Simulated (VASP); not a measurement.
The system is Tl.

```xyz
2
Lattice="3.6955 0.0000 0.0000 -0.7719 4.8452 0.0000 -0.2389 1.8631 3.8699" Properties=species:S:1:pos:R:3 pbc="T T T"
Tl   -0.3402    2.7956    3.3545
Tl   -0.1412    5.2225    3.1455
```

| Item | Value |
| --- | --- |
| Program | VASP 6.6.1 |
| Task | relaxation of cell and atoms |
| Functional | PBE |
| Potentials or basis | VASP PAW PBE potentials, release 64 (Tl_d) |
| Cutoff | 600 eV |
| k mesh | 6 × 4 × 4 |
| Occupations | gaussian, width 0.1 eV |
| Spin | no spin polarisation |

At the start: pressure 12.4 GPa; volume 34.65 Å³/atom.

Q: Where does the relaxation end?

A: Over 15 steps the energy falls by 907.7 meV/atom and the volume is 32.63 Å³/atom (-5.8 %); space group P-1 (No. 2, to 0.05 Å).

Step by step:
| step | energy change (eV) | largest force (eV/Å) | pressure (GPa) | volume (Å³) |
| --- | --- | --- | --- | --- |
| 1 | 0.0000 | 3.0725 | 12.44 | 69.29 |
| 2 | -1.2861 | 0.1438 | -2.87 | 95.44 |
| 3 | -1.4092 | 0.4735 | -0.99 | 82.72 |
| 4 | -1.4124 | 0.4142 | -1.58 | 85.25 |
| 5 | -1.4129 | 0.4308 | -1.44 | 84.62 |
| 6 | -1.5169 | 0.2541 | -1.56 | 80.78 |
| 7 | -1.7191 | 0.2919 | -0.42 | 69.29 |
| 8 | -1.7228 | 0.4741 | 0.71 | 65.72 |
| 9 | -1.7265 | 0.3989 | 0.20 | 67.12 |
| 10 | -1.7682 | 0.3037 | -0.02 | 66.44 |
| 11 | -1.7973 | 0.0868 | 0.51 | 63.94 |
| 12 | -1.8058 | 0.0858 | 0.12 | 64.80 |
| 13 | -1.8141 | 0.0610 | 0.03 | 65.13 |
| 14 | -1.8142 | 0.0612 | 0.03 | 65.10 |
| 15 | -1.8153 | 0.0292 | -0.03 | 65.26 |

Final structure:
```yaml
crystal:
  lattice:
    - [3.26435, -0.50361, 0.00189]
    - [-1.44917, 6.52456, 0.11408]
    - [-0.51446, 2.57731, 3.21788]
  atoms:
    - { symbol: Tl, position: [0.97696, 0.24335, 0.84934] }
    - { symbol: Tl, position: [0.21213, 0.76567, 0.83029] }
```

Caveat: the k points lie up to 0.50 Å⁻¹ apart in the final cell.
